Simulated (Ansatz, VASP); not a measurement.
CoSi2 in VASP and in Ansatz

```
Co Si
1.0
     0.00000    2.65625    2.65625
     2.65625    0.00000    2.65625
     2.65625    2.65625    0.00000
Co Si
1 2
Direct
  0.00000 0.00000 0.00000
  0.21235 0.28765 0.21235
  0.71235 0.78765 0.71235
```

Change from the starting cell: all Si atoms moved -0.200 Å, as atom 2 along Cartesian [0 1 0].

Alike in both runs: task single point; functional PBEsol; k mesh 16 × 16 × 16; occupations gaussian, width 0.15 eV; no spin polarisation.

|  | VASP | Ansatz |
| --- | --- | --- |
| version | VASP 6.6.1 | Ansatz 0.2.0 |
| potentials or method | VASP PAW PBE potentials, release 64 (Co, Si), cutoff 520 eV | scalar-relativistic, plane waves, PAW |
| valence electrons in the cell | 17 | 25 |

```tsv
	VASP	Ansatz	Ansatz less VASP
gap on the k mesh at the Fermi level (eV)	none	none	-
pressure (GPa)	3.5	3.4	-0.13
traceless stress, the component that is largest in VASP (GPa)	-1.39	-1.32	+0.065
rms of the force components (eV/Å)	1.030	1.017	-0.0125
```

VASP's potentials were made for PBE, not for PBEsol. Atom by atom the forces differ by 0.013 eV/Å (rms over components). A gap of «none» marks a metal or a gap that the smearing closes. VASP's potentials hold 17 valence electrons a cell and Ansatz's 25, so a difference there can come from the potentials and not from the codes.
